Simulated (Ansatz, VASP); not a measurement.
Given: the input of a run of Ansatz 0.2.0 on HfB.

input

```
crystal:
  lattice:
    - [0.0, 2.31, 2.31]
    - [2.31, 0.0, 2.31]
    - [2.31, 2.31, 0.0]
  atoms:
    - { symbol: Hf, position: [0.5, 0.5, 0.5] }
    - { symbol: B, position: [0.0, 0.0, 0.0] }
hamiltonian:
  xc: pbe0
  pseudopotentials: { kind: paw }
kpoints:
  mp_grid: { grid: [5, 5, 5] }
scf:
  occupations: { method: fermi_dirac, width: 0.05 }
output:
  forces: true
  stress: true
  eigenvalues: true
relax:
  f_tol: 0.01
  max_steps: 40
  cell: { stress_tol: 0.05 }
```

**Question.** Set up the same calculation for VASP 6.6.1. Potentials there: VASP PAW PBE potentials, release 64 (Hf_pv, B).

**Answer.** As run (the cutoff follows the program's own potentials):

POSCAR

```
HfB
1.0
    0.0000000000      2.3100000000      2.3100000000
    2.3100000000      0.0000000000      2.3100000000
    2.3100000000      2.3100000000      0.0000000000
Hf B
1 1
Direct
    0.5000000000      0.5000000000      0.5000000000
    0.0000000000      0.0000000000      0.0000000000
```

The input INCAR.step1:

```
SYSTEM = HfB
ALGO = Normal
EDIFF = 1E-5
ENCUT = 600
GGA = PE
ISMEAR = -1
LASPH = .TRUE.
LCHARG = .FALSE.
LREAL = .FALSE.
LWAVE = .TRUE.
NBANDS = 14
NELM = 60
PREC = Accurate
SIGMA = 0.05
```

The input INCAR.step2:

```
SYSTEM = HfB
AEXX = 0.25
ALGO = Normal
EDIFF = 1E-6
EDIFFG = -0.01
ENCUT = 600
GGA = PE
IBRION = 2
ISIF = 3
ISMEAR = -1
ISTART = 1
LASPH = .TRUE.
LCHARG = .FALSE.
LHFCALC = .TRUE.
LREAL = .FALSE.
LWAVE = .FALSE.
NELM = 60
NSW = 60
PREC = Accurate
PRECFOCK = Normal
SIGMA = 0.05
```

KPOINTS

```
k-points
0
G
  5 5 5
  0 0 0
```

Potentials or basis: VASP PAW PBE potentials, release 64 (Hf_pv, B).

Command:

```console
$ cat potpaw_PBE.64/Hf_pv/POTCAR potpaw_PBE.64/B/POTCAR > POTCAR
$ cp INCAR.step1 INCAR
$ mpirun -np 1 vasp_std > vasp.out
$ cp INCAR.step2 INCAR
$ mpirun -np 1 vasp_std > vasp.out
```

Both were run:

|  | VASP | Ansatz | Ansatz less VASP |
| --- | --- | --- | --- |
| gap on the k mesh at the Fermi level, each at its own relaxed structure (eV) | none | none | - |
| relaxed volume (Å³/atom) | 13.95 | 14.08 | +0.133 |
| relaxed length of the cell vector where the two differ most in proportion (Å) | 3.404 | 3.415 | +0.0108 |

A gap of «none» marks a metal or a gap that the smearing closes. VASP's potentials hold 13 valence electrons a cell and Ansatz's 29, so a difference there can come from the potentials and not from the codes.

The k mesh is coarse, so the values compare programs but aren't converged. Spin-orbit coupling is off throughout. Noted on Ansatz's run: the plane-wave basis is chosen anew once the cell has moved, so the energies of steps on either side of that aren't comparable.
